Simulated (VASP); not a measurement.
Write the native input for VASP 6.6.1 that does the following.

```yaml
Task: single point
Functional: PBE
Potentials_or_basis: VASP PAW PBE potentials, release 64 (Sc_sv)
Cutoff: 520 eV
k_mesh: 3 × 3 × 2
Occupations: fermi-dirac, width 0.1 eV
Spin: no spin polarisation
Dipole_correction: no
Further_INCAR_settings: LREAL = Auto; ALGO = Normal; EDIFF = 1e-07; NBANDS = 96
```

The structure of Sc (a cell with a defect) lies in POSCAR:

```
Sc
1.0
    6.6828700000      0.0000005800      0.0000000000
   -3.3414355000      5.7875357100      0.0000000000
    0.0000000000      0.0000000000     10.6954300000
Sc
15
Direct
    0.1666871014      0.3332601300      0.1234804024
    0.1668604900      0.3333857448      0.6252255403
    0.3350195915      0.1653625746      0.8743476419
    0.1692239289      0.8347198435      0.1221477771
    0.3299684995      0.6601006024      0.3743963543
    0.1694020218      0.8347582017      0.6265756496
    0.3348907633      0.6697000243      0.8743509144
    0.6655691324      0.3309278266      0.1221903187
    0.8397885916      0.1692700593      0.3743316538
    0.6657579811      0.3310418648      0.6264322239
    0.8305360722      0.1653488749      0.8743506339
    0.6653834746      0.8345587580      0.1221017762
    1.3304510992      1.1699150671      0.3743231455
    0.6655062893      0.8346308094      0.6266538138
    0.8335013873      0.6668198193      0.8743581137
```

The input as run:

INCAR

```
SYSTEM = Sc
PREC = Accurate
ENCUT = 520
EDIFF = 1E-7
ISMEAR = -1
SIGMA = 0.1
LREAL = Auto
LASPH = .True.
NELM = 100
ALGO = Normal
ISIF = 2
LWAVE = .False.
LCHARG = .True.
GGA = PE
LELF = .True.
LVHAR = .True.
NBANDS = 96
```

KPOINTS

```
regular mesh
0
Gamma
  3 3 2
  0 0 0
```

Potentials or basis: VASP PAW PBE potentials, release 64 (Sc_sv).

Command:

```bash
$ cat potpaw_PBE.64/Sc_sv/POTCAR > POTCAR
$ mpirun -np 1 vasp_std > vasp.out
```

It gave:

- Pressure: -2.8 GPa
- Largest force: 0.005 eV/Å
- Band gap on the k mesh: zero (an odd number of electrons rules out a gap without spin polarisation)

Caveat: the k points lie up to 0.36 Å⁻¹ apart, too coarse for converged energies and pressures of a metal.

It took 29 min on 1 thread of Intel(R) Xeon(R) Platinum 8259CL CPU @ 2.50GHz (Skylake/Cascade Lake), with other jobs on the host, peak memory 0.6 GiB.
